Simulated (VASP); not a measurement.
# Al30Ga (a cell with a defect) in VASP: a series of runs, part 2 of 2

VASP 6.6.1. The steps go on from the part before.

### 3 Single point, PBE

INCAR

```
SYSTEM = Al30Ga
PREC = Accurate ; ENCUT = 520
EDIFF = 1E-7 ; ISMEAR = 0
SIGMA = 0.05 ; LREAL = Auto
LASPH = .True. ; NELM = 60
ALGO = Normal ; ISIF = 2
LWAVE = .False. ; LCHARG = .False.
GGA = PE ; NBANDS = 72
```

KPOINTS

```
Automatic mesh
0
Gamma
  3 3 3
  0 0 0
```

POSCAR

```
Al30Ga
1.0
    8.1000000000      0.0000000000      0.0000000000
    0.0000000000      8.1000000000      0.0000000000
    0.0000000000      0.0000000000      8.1000000000
Al Ga
30 1
Direct
    0.5017195062      0.0029224691     -0.0029187654
    0.7469448148      0.2480354321     -0.0027566667
    0.7505477778     -0.0007579012      0.2503986420
   -0.0004998765     -0.0022158025      0.0019628395
    0.2444817284      0.2479113580      0.0090508642
    0.5018972840      0.5053909877      0.0093290123
    0.7519646914      0.7503185185      0.0018508642
    0.2499891358     -0.0045072840      0.2504490123
    0.5015860494      0.2481885185      0.2504212346
    0.7545529630      0.4998467901      0.2503832099
    0.5017537037      0.0029150617      0.5037588889
    0.7469287654      0.2480344444      0.5036256790
    0.7493724691      0.0004465432      0.7504013580
    0.0029156790      0.4995862963     -0.0027695062
    0.2501790123      0.7469008642     -0.0026296296
   -0.0073640741      0.2479718519      0.2504687654
    0.2485845679      0.5010641975      0.2504249383
    0.5018964198      0.7574932099      0.2504044444
   -0.0004635802     -0.0022123457      0.4989019753
    0.2445758025      0.2479580247      0.4919149383
    0.5019712346      0.5054112346      0.4914860494
    0.7520248148      0.7503349383      0.4989453086
    0.2508824691      0.0007225926      0.7504217284
    0.7489477778      0.4987962963      0.7503793827
    0.0013345679      0.7483761728      0.2504083951
    0.0029380247      0.4995946914      0.5036111111
    0.2501895062      0.7468772840      0.5034977778
    0.0018095062      0.2503811111      0.7504266667
    0.4992858025      0.7478590123      0.7503971605
    0.0021645679      0.7477798765      0.7504164198
    0.4552114815      0.2948816049      0.7505272840
```

Potentials or basis: VASP PAW PBE potentials, release 64 (Al, Ga_d).

Started as:

```console
$ cat potpaw_PBE.64/Al/POTCAR potpaw_PBE.64/Ga_d/POTCAR > POTCAR
$ mpirun -np 1 vasp_std > vasp.out
```

OUTCAR:

```text
SYSTEM = Al30Ga
   PREC = Accurate
   ENCUT = 520
   EDIFF = 1E-7
   ISMEAR = 0
   LREAL = Auto
   LASPH = .True.
   NELM = 60
   ISIF = 2
   GGA = PE

 ion  position               nearest neighbor table
   1  0.502  0.003  0.997-   2 2.81  13 2.83  23 2.85   9 2.86  18 2.86  29 2.87   3 2.88   5 2.88
                             7 2.88   8 2.89  15 2.91  31 3.12
   2  0.747  0.248  0.997-   1 2.81  13 2.83  24 2.85   9 2.86  16 2.86  28 2.87   3 2.88   6 2.88
                             4 2.88  10 2.89  14 2.91  31 3.12
   3  0.751  0.999  0.250-  18 2.81  16 2.81   4 2.85  22 2.85   7 2.85  19 2.85   9 2.85  25 2.87
                             2 2.88  12 2.88   1 2.88  11 2.88
   4  1.000  0.998  0.002-   7 2.84   5 2.84   3 2.85  25 2.85  16 2.86   8 2.86  30 2.87  15 2.87
                            13 2.87   2 2.88  23 2.88  28 2.89
   5  0.244  0.248  0.009-  31 2.73  16 2.83  14 2.83   8 2.83  17 2.83   4 2.84   9 2.86  28 2.87
                             1 2.88  23 2.90   6 2.95
   6  0.502  0.505  0.009-  31 2.73  18 2.83  15 2.83  10 2.83  17 2.83   7 2.84   9 2.86  29 2.87
                             2 2.88  24 2.90   5 2.95
   7  0.752  0.750  0.002-   4 2.84   6 2.84   3 2.85  25 2.85  18 2.86  10 2.86  13 2.87  30 2.87
                            14 2.87   1 2.88  24 2.88  29 2.89
   8  0.250  0.995  0.250-  18 2.81   5 2.83  20 2.83  25 2.84  19 2.86   4 2.86  27 2.87  15 2.87
                             9 2.89  11 2.89   1 2.89  16 2.92
   9  0.502  0.248  0.250-   3 2.85  21 2.86   6 2.86   2 2.86  12 2.86   1 2.86  11 2.86   5 2.86
[... 31 lines left out ...]
  25  0.001  0.748  0.250-  17 2.83  10 2.84   8 2.84  22 2.85   4 2.85  19 2.85   7 2.85   3 2.87
                            15 2.87  27 2.88  14 2.88  26 2.88
  26  0.003  0.500  0.504-  20 2.83  27 2.83  30 2.84  28 2.84  17 2.86  24 2.87  10 2.87  22 2.87
                            25 2.88  16 2.89  12 2.91
  27  0.250  0.747  0.503-  21 2.83  26 2.83  30 2.83  29 2.84  17 2.86  23 2.87  19 2.87   8 2.87
                            25 2.88  18 2.89  11 2.91
  28  0.002  0.250  0.750-  14 2.84  26 2.84  23 2.86  24 2.87  20 2.87   5 2.87   2 2.87  12 2.87
                            13 2.88  19 2.89   4 2.89
  29  0.499  0.748  0.750-  27 2.84  15 2.84  24 2.86  23 2.87  21 2.87   6 2.87  11 2.87   1 2.87
                            13 2.88   7 2.89  22 2.89
  30  0.002  0.748  0.750-  27 2.83  15 2.83  26 2.84  14 2.84  19 2.87   4 2.87  22 2.87   7 2.87
                            23 2.87  24 2.88  13 2.90
  31  0.455  0.295  0.751-   5 2.73  20 2.73   6 2.73  21 2.73  24 2.90  23 2.90   2 3.12   1 3.12
                            12 3.12  11 3.12

  LATTYP: Found a simple cubic cell.
 ALAT       =     8.1000000000

  Lattice vectors:

 A1 = (   8.1000000000,   0.0000000000,   0.0000000000)
 A2 = (   0.0000000000,   8.1000000000,   0.0000000000)
 A3 = (   0.0000000000,   0.0000000000,   8.1000000000)

Analysis of symmetry for initial positions (statically):
=====================================================================
 Subroutine PRICEL returns:
 Original cell was already a primitive cell.

 Routine SETGRP: Setting up the symmetry group for a
 simple cubic supercell.

 Subroutine GETGRP returns: Found  1 space group operations
 (whereof  1 operations were pure point group operations)
 out of a pool of 48 trial point group operations.

The static configuration has the point symmetry C_1 .

Analysis of symmetry for dynamics (positions and initial velocities):
=====================================================================
 Subroutine PRICEL returns:
 Original cell was already a primitive cell.

 Routine SETGRP: Setting up the symmetry group for a
 simple cubic supercell.
[... 136 lines left out ...]
   total plane-waves  NPLWV = 216000
   dimension x,y,z NGX =    60 NGY =   60 NGZ =   60
   dimension x,y,z NGXF=   120 NGYF=  120 NGZF=  120
   ions per type =              30   1
   NGX,Y,Z   is equivalent  to a cutoff of  12.31, 12.31, 12.31 a.u.
   NGXF,Y,Z  is equivalent  to a cutoff of  24.63, 24.63, 24.63 a.u.
 SYSTEM =  Al30Ga
   PREC   = accura    normal or accurate (medium, high low for compatibility)
   ISTART =      0    job   : 0-new  1-cont  2-samecut
   ICHARG =      2    charge: 1-file 2-atom 10-const
   ISPIN  =      1    spin polarized calculation?
   LNONCOLLINEAR =      F non collinear calculations
   LSORBIT =      F    spin-orbit coupling
   LASPH  =      T    aspherical Exc in radial PAW
   ENCUT  =  520.0 eV  38.22 Ry    6.18 a.u.  15.06 15.06 15.06*2*pi/ulx,y,z
   NELM   =     60;   NELMIN=  2; NELMDL= -5     # of ELM steps
   EDIFF  = 0.1E-06   stopping-criterion for ELM
   LREAL  =      T    real-space projection
   EDIFFG = 0.1E-05   stopping-criterion for IOM
   NSW    =      0    number of steps for IOM
   IBRION =     -1    ionic relax: 0-MD 1-quasi-New 2-CG
   NFREE  =      0    steps in history (QN), initial steepest desc. (CG)
   ISIF   =      2    stress and relaxation
   ISYM   =      2    0-nonsym 1-usesym 2-fastsym
   POTIM  = 0.5000    time-step for ionic-motion
   TEBEG  =    0.0;   TEEND  =   0.0 temperature during run
   PSTRESS=    0.0 pullay stress
   NELECT =     103.0000    total number of electrons
   NUPDOWN=      -1.0000    fix difference up-down
   EMIN   =  10.00;   EMAX   =-10.00  energy-range for DOS
   EFERMI =   0.00;   METHOD = LEGACY
   ISMEAR =     0;   SIGMA  =   0.05  broadening in eV -4-tet -1-fermi 0-gaus
   EFERMI_NEDOS =   21; number of points for ismear=-14 and -15
   IALGO  =     38    algorithm
   IMIX   =      4    mixing-type and parameters
     AMIX     =   0.40;   BMIX     =  1.00
     AMIX_MAG =   1.60;   BMIX_MAG =  1.00
  volume/ion in A,a.u.               =      17.14       115.69
  Fermi-wavevector in a.u.,A,eV,Ry     =   0.947405  1.790335 12.212259  0.897576
  Thomas-Fermi vector in A             =   2.075495
   LORBIT       =      0    0 simple, 1 ext, 2 COOP (PROOUT), +10 PAW based schemes
   GGA     = PE    functional components
   LHFCALC =     F    Hartree Fock is set to
   AEXX    =    0.0000 exact exchange contribution
   IVDW    =     0    specifies the selected vdW correction
   LEPSILON=     F    determine dielectric tensor
   LRPA    =     F    only Hartree local field effects (RPA)
 non-spin polarized calculation
 Gauss-broadening in eV      SIGMA  =   0.05
  energy-cutoff  :      520.00
  volume of cell :      531.44
 maximum number of plane-waves:     14358
   NGX = 31   NGY = 31   NGZ = 31

 number of electron     102.9999997 magnetization

 Free energy of the ion-electron system (eV)
  ---------------------------------------------------
  ext. energy  EPLUGINS =         0.00000000
  ---------------------------------------------------
  free energy    TOTEN  =      -114.98509066 eV

  energy without entropy =     -114.97152187  energy(sigma->0) =     -114.97830626

 E-fermi :   7.4063     XC(G=0): -10.0762

 val. band max:        7.3997427107   @ k =   0.3333  -0.3333   0.3333
 cond. band min:       7.4551767272   @ k =  -0.3333   0.3333   0.3333
 fundamental gap:      0.0554340165
 Fermi energy:         7.4062966101

 k-point     1 :       0.0000    0.0000    0.0000
  band No.  band energies     occupation
      1      -7.3675      2.00000
      2      -7.3640      2.00000
      3      -7.3613      2.00000
      4      -7.3611      2.00000
      5      -7.3454      2.00000
      6      -3.4271      2.00000
[... 913 lines left out ...]
     62       9.2476      0.00000
     63       9.4854      0.00000
 [bands above 63 left out]

------------------------ aborting loop because EDIFF is reached ----------------------------------------

  FORCE on cell =-STRESS in cart. coord.  units (eV):
  Direction    XX          YY          ZZ          XY          YZ          ZX
  --------------------------------------------------------------------------------------
  -------------------------------------------------------------------------------------
  Total       -2.9937532     -2.9957195     -2.8059117      0.8475974      0.0071610     -0.0019075
  in kB       -9.0255052     -9.0314333     -8.4592046      2.5553191      0.0215887     -0.0057507
  external PRESSURE =      -8.8387143 kB  Pullay stress =       0.0000000 kB

 VOLUME and BASIS-vectors are now :
 -----------------------------------------------------------------------------
  energy-cutoff  :      520.00
  volume of cell :      531.44
      direct lattice vectors                 reciprocal lattice vectors
     8.100000000  0.000000000  0.000000000     0.123456790  0.000000000  0.000000000
     0.000000000  8.100000000  0.000000000     0.000000000  0.123456790  0.000000000
     0.000000000  0.000000000  8.100000000     0.000000000  0.000000000  0.123456790

 POSITION                                       TOTAL-FORCE (eV/Angst)
 -----------------------------------------------------------------------------------
      4.06393      0.02367      8.07636        -0.008492      0.008194      0.002109
      6.05025      2.00909      8.07767        -0.007225      0.009384      0.001703
      6.07944      8.09386      2.02823        -0.003158      0.005046      0.003906
      8.09595      8.08205      0.01590        -0.010426      0.006089      0.004505
      1.98030      2.00808      0.07331        -0.000160      0.034135     -0.040028
      4.06537      4.09367      0.07556        -0.034279     -0.001584     -0.041910
[... 23 lines left out ...]
      0.01753      6.05702      6.07837        -0.007259      0.001020      0.000201
      3.68721      2.38854      6.07927         0.292746     -0.293111     -0.003074
 -----------------------------------------------------------------------------------
    total drift:                                0.011305     -0.012275      0.020494

  FREE ENERGIE OF THE ION-ELECTRON SYSTEM (eV)
  ---------------------------------------------------
  free  energy   TOTEN  =      -114.9850906600 eV

  energy  without entropy=     -114.9715218665  energy(sigma->0) =     -114.97830626
```

Run time: 20 min. Hardware: 1 thread of Intel Xeon 8259CL, shared host; peak memory 0.67 GiB.

What came out:

- Free energy: -114.9851 eV
- Pressure: -0.9 GPa
- Largest force: 0.414 eV/Å
- Band gap on the k mesh: zero (an odd number of electrons rules out a gap without spin polarisation)

Forces in eV/Å, atoms in the order of the input:
```
Al  -0.008  0.008  0.002
Al  -0.007  0.009  0.002
Al  -0.003  0.005  0.004
Al  -0.010  0.006  0.005
Al   0.000  0.034 -0.040
Al  -0.034 -0.002 -0.042
Al  -0.005  0.010  0.003
Al  -0.009  0.027  0.001
Al  -0.003  0.004  0.000
Al  -0.030  0.008  0.001
Al  -0.011  0.008 -0.006
Al  -0.007  0.011 -0.005
Al  -0.018  0.016  0.003
Al  -0.009  0.008 -0.004
Al  -0.006  0.009 -0.003
Al  -0.004  0.005  0.000
Al  -0.012  0.016  0.002
Al  -0.008 -0.002  0.001
Al  -0.011  0.007 -0.005
Al   0.001  0.035  0.036
Al  -0.036 -0.004  0.045
Al  -0.005  0.009 -0.003
Al  -0.020  0.000  0.003
Al   0.005  0.024  0.002
Al  -0.004  0.007  0.001
Al  -0.010  0.007  0.000
Al  -0.005  0.010 -0.001
Al  -0.009  0.005  0.002
Al  -0.004  0.011  0.001
Al  -0.007  0.001  0.000
Ga   0.293 -0.293 -0.003
```
